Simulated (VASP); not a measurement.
# Ta in VASP: notebook

Runs on Ta. Level: PBE. Tasks: single point.

Everything below comes from runs of VASP 6.6.1. Logs are shortened: lines on timing, memory, paths and dates and some standing lists are left out, and cuts for length are marked.

### 1 The cell of the first run

Symmetry: P6_3/mmc, No. 194, hexagonal system. The conventional cell has a = 2.900 Å, b = 2.900 Å, c = 5.166 Å, α = 90.00°, β = 90.00°, γ = 120.00°. Within 3.8 Å of Ta (site symmetry -6m2) lie 12 Ta at 2.90 to 3.08 Å.

### 2 Single point, PBE

The input, INCAR:

```
ALGO = Normal
EDIFF = 1E-6
ENCUT = 520
GGA = PE
ISIF = 2
ISMEAR = 0
LASPH = T
LCHARG = T
LELF = T
LREAL = F
LVHAR = T
LWAVE = F
NBANDS = 18
NELM = 80
PREC = Accurate
SIGMA = 0.1
```

The input, KPOINTS:

```
k-points
0
Gamma
  9 9 4
```

The input, POSCAR:

```
Ta
1.0
    2.9003720726      0.0000000000      0.0000000000
   -1.4501860363      2.5117958953      0.0000000000
    0.0000000000      0.0000000000      5.1662740000
Ta
2
Direct
    0.6666666700      0.3333333300      0.7500000000
    0.3333333300      0.6666666700      0.2500000000
```

Potentials or basis: VASP PAW PBE potentials, release 64 (Ta_pv).

Command:

```sh
$ cat potpaw_PBE.64/Ta_pv/POTCAR > POTCAR
$ mpirun -np 1 vasp_std > vasp.out
```

OUTCAR:

```text
EDIFF = 1E-6
   ENCUT = 520
   GGA = PE
   ISIF = 2
   ISMEAR = 0
   LASPH = T
   LREAL = F
   NELM = 80
   PREC = Accurate

 ion  position               nearest neighbor table
   1  0.667  0.333  0.750-   2 3.08   2 3.08   2 3.08   2 3.08   2 3.08   2 3.08
   2  0.333  0.667  0.250-   1 3.08   1 3.08   1 3.08   1 3.08   1 3.08   1 3.08

  LATTYP: Found a hexagonal cell.
 ALAT       =     2.9003720726
 C/A-ratio  =     1.7812452577

  Lattice vectors:

 A1 = (   2.9003720726,   0.0000000000,   0.0000000000)
 A2 = (  -1.4501860363,   2.5117958953,   0.0000000000)
 A3 = (   0.0000000000,   0.0000000000,   5.1662740000)

Analysis of symmetry for initial positions (statically):
=====================================================================
 Subroutine PRICEL returns:
 Original cell was already a primitive cell.

 Routine SETGRP: Setting up the symmetry group for a
 hexagonal supercell.

 Subroutine GETGRP returns: Found 24 space group operations
 (whereof 12 operations were pure point group operations)
 out of a pool of 24 trial point group operations.

The static configuration has the point symmetry D_3d.
 The point group associated with its full space group is D_6h.

Analysis of symmetry for dynamics (positions and initial velocities):
=====================================================================
 Subroutine PRICEL returns:
 Original cell was already a primitive cell.

 Routine SETGRP: Setting up the symmetry group for a
 hexagonal supercell.

 Subroutine GETGRP returns: Found 24 space group operations
 (whereof 12 operations were pure point group operations)
 out of a pool of 24 trial point group operations.

The dynamic configuration has the point symmetry D_3d.
 The point group associated with its full space group is D_6h.

 Subroutine INISYM returns: Found 24 space group operations
 (whereof 12 operations are pure point group operations),
 and found     1 'primitive' translations

----------------------------------------------------------------------------------------

                                     Primitive cell

  volume of cell :      37.6370

  direct lattice vectors                    reciprocal lattice vectors
     2.900372073  0.000000000  0.000000000     0.344783350  0.199060760  0.000000000
    -1.450186036  2.511795895  0.000000000     0.000000000  0.398121520  0.000000000
     0.000000000  0.000000000  5.166274000     0.000000000  0.000000000  0.193563098

  length of vectors
     2.900372073  2.900372073  5.166274000     0.398121520  0.398121520  0.193563098

  position of ions in fractional coordinates (direct lattice)
     0.666666670  0.333333330  0.750000000
     0.333333330  0.666666670  0.250000000

  ion indices of the primitive-cell ions
   primitive index   ion index
                 1           1
                 2           2

----------------------------------------------------------------------------------------

 KPOINTS: k-points

Automatic generation of k-mesh.
 Grid dimensions read from file:
 generate k-points for:    9    9    4

 Generating k-lattice:

  Cartesian coordinates                     Fractional coordinates (reciprocal lattice)
     0.038309261  0.022117862  0.000000000     0.111111111  0.000000000  0.000000000
     0.000000000  0.044235724  0.000000000     0.000000000  0.111111111  0.000000000
     0.000000000  0.000000000  0.048390774     0.000000000  0.000000000  0.250000000

  Length of vectors
     0.044235724  0.044235724  0.048390774

  Shift w.r.t. Gamma in fractional coordinates (k-lattice)
     0.000000000  0.000000000  0.000000000

 Subroutine IBZKPT returns following result:
 ===========================================

 Found     36 irreducible k-points:

 Following reciprocal coordinates:
            Coordinates               Weight
  0.000000  0.000000  0.000000      1.000000
  0.111111  0.000000  0.000000      6.000000
  0.222222  0.000000  0.000000      6.000000
  0.333333 -0.000000  0.000000      6.000000
  0.444444  0.000000  0.000000      6.000000
  0.111111  0.111111  0.000000      6.000000
[... 16 lines left out ...]
  0.333333  0.222222  0.250000     24.000000
  0.333333  0.333333  0.250000      4.000000
 [... further k-points ...]
   k-points           NKPTS =     36   k-points in BZ     NKDIM =     36   number of bands    NBANDS=     18
   number of dos      NEDOS =    301   number of ions     NIONS =      2
   total plane-waves  NPLWV =  23040
   dimension x,y,z NGX =    24 NGY =   24 NGZ =   40
   dimension x,y,z NGXF=    48 NGYF=   48 NGZF=   80
   ions per type =               2
   NGX,Y,Z   is equivalent  to a cutoff of  13.76, 13.76, 12.87 a.u.
   NGXF,Y,Z  is equivalent  to a cutoff of  27.51, 27.51, 25.74 a.u.
 SYSTEM =  unknown system
   PREC   = accura    normal or accurate (medium, high low for compatibility)
   ISTART =      0    job   : 0-new  1-cont  2-samecut
   ICHARG =      2    charge: 1-file 2-atom 10-const
   ISPIN  =      1    spin polarized calculation?
   LNONCOLLINEAR =      F non collinear calculations
   LSORBIT =      F    spin-orbit coupling
   LASPH  =      T    aspherical Exc in radial PAW
   ENCUT  =  520.0 eV  38.22 Ry    6.18 a.u.   5.39  5.39  9.61*2*pi/ulx,y,z
   NELM   =     80;   NELMIN=  2; NELMDL= -5     # of ELM steps
   EDIFF  = 0.1E-05   stopping-criterion for ELM
   LREAL  =      F    real-space projection
   EDIFFG = 0.1E-04   stopping-criterion for IOM
   NSW    =      0    number of steps for IOM
   IBRION =     -1    ionic relax: 0-MD 1-quasi-New 2-CG
   NFREE  =      0    steps in history (QN), initial steepest desc. (CG)
   ISIF   =      2    stress and relaxation
   ISYM   =      2    0-nonsym 1-usesym 2-fastsym
   POTIM  = 0.5000    time-step for ionic-motion
   TEBEG  =    0.0;   TEEND  =   0.0 temperature during run
   PSTRESS=    0.0 pullay stress
   NELECT =      22.0000    total number of electrons
   NUPDOWN=      -1.0000    fix difference up-down
   EMIN   =  10.00;   EMAX   =-10.00  energy-range for DOS
   EFERMI =   0.00;   METHOD = LEGACY
   ISMEAR =     0;   SIGMA  =   0.10  broadening in eV -4-tet -1-fermi 0-gaus
   EFERMI_NEDOS =   21; number of points for ismear=-14 and -15
   IALGO  =     38    algorithm
   IMIX   =      4    mixing-type and parameters
     AMIX     =   0.40;   BMIX     =  1.00
     AMIX_MAG =   1.60;   BMIX_MAG =  1.00
  volume/ion in A,a.u.               =      18.82       126.99
  Fermi-wavevector in a.u.,A,eV,Ry     =   1.368812  2.586680 25.492516  1.873647
  Thomas-Fermi vector in A             =   2.494743
   LORBIT       =      0    0 simple, 1 ext, 2 COOP (PROOUT), +10 PAW based schemes
   GGA     = PE    functional components
   LHFCALC =     F    Hartree Fock is set to
   AEXX    =    0.0000 exact exchange contribution
   IVDW    =     0    specifies the selected vdW correction
   LEPSILON=     F    determine dielectric tensor
   LRPA    =     F    only Hartree local field effects (RPA)
 non-spin polarized calculation
 Gauss-broadening in eV      SIGMA  =   0.10
  energy-cutoff  :      520.00
  volume of cell :       37.64
 maximum number of plane-waves:      1039
 NGX is ok and might be reduce to    24
   NGX = 11   NGY = 11   NGZ = 19

 number of electron      22.0000003 magnetization

 Free energy of the ion-electron system (eV)
  ---------------------------------------------------
  ext. energy  EPLUGINS =         0.00000000
  ---------------------------------------------------
  free energy    TOTEN  =       -23.07601423 eV

  energy without entropy =      -23.06205032  energy(sigma->0) =      -23.06903227

 E-fermi :   5.5464     XC(G=0): -12.3830

 val. band max:        5.5368289274   @ k =   0.3333  -0.0000   0.2500
 cond. band min:       5.5745664853   @ k =   0.3333   0.1111   0.2500
 fundamental gap:      0.0377375579
 Fermi energy:         5.5463680787

 k-point     1 :       0.0000    0.0000    0.0000
  band No.  band energies     occupation
      1     -28.9897      2.00000
      2     -28.1816      2.00000
      3     -28.0833      2.00000
      4     -28.0833      2.00000
      5     -28.0019      2.00000
      6     -28.0019      2.00000
[... 10 lines left out ...]
     17      10.6872      0.00000
     18      10.6872      0.00000

 k-point     2 :       0.1111    0.0000    0.0000
  band No.  band energies     occupation
      1     -28.9511      2.00000
      2     -28.2072      2.00000
      3     -28.1862      2.00000
      4     -28.1281      2.00000
      5     -28.1168      2.00000
      6     -28.0249      2.00000
[... 10 lines left out ...]
     17      10.8552      0.00000
     18      11.5833      0.00000

 k-point     3 :       0.2222    0.0000    0.0000
  band No.  band energies     occupation
      1     -28.8465      2.00000
      2     -28.5160      2.00000
      3     -28.4335      2.00000
      4     -28.2043      2.00000
      5     -28.1985      2.00000
      6     -28.0848      2.00000
[... 10 lines left out ...]
     17      11.0546      0.00000
     18      13.2506      0.00000

 k-point     4 :       0.3333   -0.0000    0.0000
  band No.  band energies     occupation
      1     -28.8570      2.00000
      2     -28.7602      2.00000
      3     -28.7071      2.00000
      4     -28.2879      2.00000
      5     -28.2442      2.00000
      6     -28.1541      2.00000
[... 375 lines left out ...]
      4     -28.4513      2.00000
      5     -28.3493      2.00000
      6     -28.2713      2.00000
[... 10 lines left out ...]
     17      12.3139      0.00000
     18      13.0988      0.00000

 k-point    23 :       0.3333    0.2222    0.2500
  band No.  band energies     occupation
      1     -28.9596      2.00000
      2     -28.9004      2.00000
      3     -28.6023      2.00000
      4     -28.5141      2.00000
      5     -28.4147      2.00000
      6     -28.3094      2.00000
[... 10 lines left out ...]
     17      13.4774      0.00000
     18      13.8425      0.00000

 k-point    24 :       0.3333    0.3333    0.2500
  band No.  band energies     occupation
      1     -28.8201      2.00000
      2     -28.8055      2.00000
      3     -28.8055      2.00000
      4     -28.6774      2.00000
      5     -28.3625      2.00000
      6     -28.3625      2.00000
[... 10 lines left out ...]
     17      13.1479      0.00000
     18      13.1479      0.00000

 [... further k-points ...]
[... 5 lines left out ...]
  --------------------------------------------------------------------------------------
  -------------------------------------------------------------------------------------
  Total       -0.2649772     -0.2649772      0.0223732     -0.0000000      0.0000000      0.0000000
  in kB      -11.2798556    -11.2798556      0.9524082     -0.0000000      0.0000000      0.0000000
  external PRESSURE =      -7.2024344 kB  Pullay stress =       0.0000000 kB

 VOLUME and BASIS-vectors are now :
 -----------------------------------------------------------------------------
  energy-cutoff  :      520.00
  volume of cell :       37.64
      direct lattice vectors                 reciprocal lattice vectors
     2.900372073  0.000000000  0.000000000     0.344783350  0.199060760  0.000000000
    -1.450186036  2.511795895  0.000000000     0.000000000  0.398121520  0.000000000
     0.000000000  0.000000000  5.166274000     0.000000000  0.000000000  0.193563098

 POSITION                                       TOTAL-FORCE (eV/Angst)
 -----------------------------------------------------------------------------------
      1.45019      0.83727      3.87471        -0.000000     -0.000000      0.000000
     -0.00000      1.67453      1.29157         0.000000      0.000000      0.000000
 -----------------------------------------------------------------------------------
    total drift:                               -0.000001      0.000001     -0.000000

  FREE ENERGIE OF THE ION-ELECTRON SYSTEM (eV)
  ---------------------------------------------------
  free  energy   TOTEN  =       -23.0760142255 eV

  energy  without entropy=      -23.0620503192  energy(sigma->0) =      -23.06903227
```

Run time: 10 s. Hardware: 1 thread of AMD EPYC 9R45 (Zen 5), shared host; peak memory 0.14 GiB.

Results:

```yaml
Free_energy: -23.0760 eV
Pressure: -0.7 GPa
Band_gap_on_the_k_mesh: zero (band 11 reaches 6.88 eV, above the bottom of band 12 at 4.92 eV)
```

Stress tensor (GPa, compression positive):
```
-1.13  0.00  0.00
 0.00 -1.13  0.00
 0.00  0.00  0.10
```

Levels at points of the mesh, in eV from the Fermi level:
```tsv
k point	band 7	band 8	band 9	band 10	band 11	band 12	band 13	band 14	band 15	band 16
(0.00, 0.00, 0.00)	-8.15	-4.89	-0.54	-0.10	0.61	0.61	1.17	1.17	2.99	2.99
(0.00, 0.00, 0.50)	-6.33	-6.33	-1.15	-1.15	0.66	0.66	0.66	0.66	4.42	4.42
```

Caveat: spin-orbit coupling is left out, which moves the levels of the heavy elements.

### 3 Single point, PBE (strained and its atoms moved)

The input, INCAR:

```
  PREC = Accurate
  ENCUT = 520
  EDIFF = 1E-7
  ISMEAR = 0
  SIGMA = 0.1
  LREAL = F
  LASPH = T
  NELM = 100
  ALGO = Fast
  ISIF = 2
  LWAVE = F
  LCHARG = F
  GGA = PE
  NBANDS = 18
```

The input, KPOINTS:

```
Automatic mesh
0
Gamma
  16 16 8
```

The input, POSCAR:

```
Ta
1.0
    2.8357807865      0.0580074415      0.0082950641
   -1.3676544754      2.3688319948     -0.0000030688
    0.0147755436      0.0085243521      5.0963226500
Ta
2
Direct
    0.6595190795      0.3297595348      0.7610816850
    0.3404809205      0.6702404652      0.2389183150
```

Potentials or basis: VASP PAW PBE potentials, release 64 (Ta_pv).

Command:

```sh
$ cat potpaw_PBE.64/Ta_pv/POTCAR > POTCAR
$ mpirun -np 1 vasp_std > vasp.out
```

OUTCAR:

```text
PREC = Accurate
   ENCUT = 520
   EDIFF = 1E-7
   ISMEAR = 0
   LREAL = F
   LASPH = T
   NELM = 100
   ISIF = 2
   GGA = PE

 ion  position               nearest neighbor table
   1  0.660  0.330  0.761-   2 2.90   2 2.90   2 2.97   2 3.10   2 3.10   2 3.14
   2  0.340  0.670  0.239-   1 2.90   1 2.90   1 2.97   1 3.10   1 3.10   1 3.14

  LATTYP: Found a base centered monoclinic cell.
 ALAT       =     4.9697440016
 B/A-ratio  =     0.5503897025
 C/A-ratio  =     1.0254755972
 COS(beta)  =    -0.0066847054

  Lattice vectors:

[... 193 lines left out ...]
      5     -26.9622      2.00000
      6     -26.8512      2.00000
[... 481 lines left out ...]
      5     -27.3426      2.00000
      6     -27.2446      2.00000
[... 10 lines left out ...]
     17      14.4020      0.00000
     18      16.3352      0.00000

 [... further k-points ...]
[... 5 lines left out ...]
  --------------------------------------------------------------------------------------
  -------------------------------------------------------------------------------------
  Total        4.4350707      4.8358686      3.0589780     -0.3471514      0.0910253      0.1576805
  in kB      205.1413197    223.6799649    141.4910455    -16.0572624      4.2103147      7.2934092
  external PRESSURE =     190.1041100 kB  Pullay stress =       0.0000000 kB

 VOLUME and BASIS-vectors are now :
 -----------------------------------------------------------------------------
  energy-cutoff  :      520.00
  volume of cell :       34.64
      direct lattice vectors                 reciprocal lattice vectors
     2.835780786  0.058007441  0.008295064     0.348524402  0.201221934 -0.001347035
    -1.367654475  2.368831995 -0.000003069    -0.008532548  0.417222674 -0.000673128
     0.014775544  0.008524352  5.096322650    -0.000567283 -0.000327269  0.196222108

 POSITION                                       TOTAL-FORCE (eV/Angst)
 -----------------------------------------------------------------------------------
      1.43050      0.82589      3.88419         0.184896      0.106751     -1.568747
      0.05240      1.60947      1.22043        -0.184896     -0.106751      1.568747
 -----------------------------------------------------------------------------------
    total drift:                               -0.000000      0.000000      0.000000

  FREE ENERGIE OF THE ION-ELECTRON SYSTEM (eV)
  ---------------------------------------------------
  free  energy   TOTEN  =       -22.8032123173 eV

  energy  without entropy=      -22.7904792199  energy(sigma->0) =      -22.79684577
```

stdout:

```text
POSCAR found type information on POSCAR Ta
 POSCAR found :  1 types and       2 ions
 scaLAPACK will be used
 LDA part: xc-table for (Slater+PW92), standard interpolation
 POSCAR, INCAR and KPOINTS ok, starting setup
 FFT: planning ... GRIDC
 FFT: planning ... GRID_SOFT
 FFT: planning ... GRID
 WAVECAR not read
 entering main loop
WARNING in EDDRMM: call to ZHEGV failed, returncode =   8  4     17
```

Wall time 2.8 min (1 thread of Intel Xeon Platinum 8488C (Sapphire Rapids), shared host); peak memory 0.38 GiB.

What came out:

* Free energy: -22.8032 eV
* Pressure: 19.0 GPa
* Largest force: 1.583 eV/Å
* Band gap on the k mesh: zero (band 11 reaches 8.26 eV, above the bottom of band 12 at 5.48 eV)

Forces on the atoms (eV/Å):
```
Ta   0.185  0.107 -1.569
Ta  -0.185 -0.107  1.569
```

Caveat: the cell differs from its parent crystal (strained and its atoms moved); spin-orbit coupling is left out, which moves the levels of the heavy elements; forces of over 1 eV/Å act on the atoms, so gaps and moduli don't describe the material at rest.
